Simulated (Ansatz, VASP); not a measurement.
# Two plane-wave programs on AlN

```
Al N
1.0
     0.00000    2.18399    2.18399
     2.18399    0.00000    2.18399
     2.18399    2.18399    0.00000
Al N
1 1
Cartesian
  0.0000 0.0000 0.0000
  1.0920 1.0920 1.0920
```

Alike in both runs: task relaxation of cell and atoms; functional HF; k mesh 5 × 5 × 5; occupations fermi-dirac, width 0.05 eV; no spin polarisation.

|  | VASP | Ansatz |
| --- | --- | --- |
| version | VASP 6.6.1 | Ansatz 0.2.0 |
| potentials or method | VASP PAW PBE potentials, release 64 (Al, N) | Ansatz PAW |
| plane-wave cutoff (eV) | 600 | 420 |
| valence electrons in the cell | 8 | 8 |

Ansatz gave:

```
gap on the k mesh at the Fermi level, each at its own relaxed structure (eV) : 12.79
relaxed volume (Å³/atom)                                                     : 10.37
relaxed cell length with the largest relative difference (Å)                 : 3.083
```

Q: Which values does VASP return?

A: gap on the k mesh at the Fermi level, each at its own relaxed structure (eV): 12.48; relaxed volume (Å³/atom): 10.35; relaxed cell length with the largest relative difference (Å): 3.082.

VASP's potentials were made for PBE, not for HF.

The k mesh is coarse, so the values compare programs but aren't converged. Noted on Ansatz's run: odd divisions of the mesh miss points on the zone boundary, where band edges often lie, so the gap on the mesh can be too wide; the plane-wave basis is chosen anew once the cell has moved, so the energies of steps on either side of that aren't comparable.
